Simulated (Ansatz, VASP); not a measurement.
One calculation of TaNiN2, two programs

```
Ta Ni N
1.0
     3.12242    0.00000    0.00000
    -1.56121    2.70409    0.00000
     0.00000   -1.80273    5.82659
Ta Ni N
1 1 2
Cartesian
  1.5612 -0.9014 2.9133
  0.0000 0.0000 0.0000
  0.0000 0.0000 1.8345
  1.5612 0.9014 3.9921
```

Alike in both runs: functional PBE; k mesh 7 × 7 × 7; no spin polarisation.

Ansatz relaxed the structure, and its values are those at the end. VASP's run is a single point on that final structure, the one shown.

|  | VASP | Ansatz |
| --- | --- | --- |
| version | VASP 6.6.1 | Ansatz 0.2.0 |
| potentials or method | VASP PAW PBE potentials, release 64 (Ta_pv, Ni, N), cutoff 520 eV | PAW plane waves |
| occupations | methfessel-paxton of order 1, width 0.0145 eV | cold, width 0.0145 eV |
| valence electrons in the cell | 31 | 41 |

```tsv
	VASP	Ansatz	Ansatz less VASP
gap on the k mesh at the Fermi level (eV)	none	none	-
pressure (GPa)	0.6	0.0	-0.60
```

A gap of «none» marks a metal or a gap that the smearing closes. VASP's potentials hold 31 valence electrons a cell and Ansatz's 41, so a difference there can come from the potentials and not from the codes. Ansatz's warnings: structure snapped to symmetry.

Spin-orbit coupling is off throughout.
